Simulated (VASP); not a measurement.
Write the native input for VASP 6.6.1 that does the following.

| Item | Value |
| --- | --- |
| Task | single point |
| Functional | PBEsol |
| Dispersion | D3(BJ) |
| Potentials or basis | VASP PAW PBE potentials, release 64 (C) |
| Cutoff | 520 eV |
| k mesh | 15 × 15 × 2 |
| Occupations | gaussian, width 0.03 eV |
| Spin | no spin polarisation |
| Dipole correction | no |
| Further INCAR settings | ALGO = Normal; EDIFF = 1e-07; NBANDS = 36 |

The structure of C lies in POSCAR:

```
C
1.0
   -1.2289486572     -2.1286015142      0.0000000000
    1.2289486572     -2.1286015142      0.0000000000
    0.4096495524     -0.7095338381     20.4193683166
C
12
Direct
    1.0000000000      0.6953220714      0.9140337857
    0.3333333333      0.2508776270      0.2473671191
    0.6666666667      0.4730998492      0.5807004524
    1.0000000000      0.7491445952      0.7525662143
    0.3333333333      0.3047001508      0.0858995476
    0.6666666667      0.5269223730      0.4192328809
    1.0000000000      0.9713753441      0.0858739677
    0.3333333333      0.1935975663      0.4192073011
    0.6666666667      0.4158197885      0.7525406344
    1.0000000000      0.8064246559      0.5807260323
    0.3333333333      0.0286468781      0.9140593656
    0.6666666667      0.5842024337      0.2473926989
```

The input as run:

INCAR

```
PREC = Accurate
ENCUT = 520
EDIFF = 1E-7
ISMEAR = 0
SIGMA = 0.03
LREAL = False
LASPH = True
NELM = 60
ALGO = Normal
ISIF = 2
LWAVE = False
LCHARG = True
GGA = PS
IVDW = 12
LELF = True
LVHAR = True
NBANDS = 36
```

KPOINTS

```
regular mesh
0
Gamma
  15 15 2
```

Potentials or basis: VASP PAW PBE potentials, release 64 (C).

The run is started by

```sh
$ cat potpaw_PBE.64/C/POTCAR > POTCAR
$ mpirun -np 1 vasp_std > vasp.out
```

Results of the run:

The pressure is 0.7 GPa. The largest force is 0.023 eV/Å. The dispersion energy per atom is -0.109 eV.

Caveat: the PAW data sets were made with another functional, which shifts forces and pressure a little.

Wall time 20 min on 1 thread of Oxide Virtual Turin-like Processor, on a shared host, peak memory 0.58 GiB.
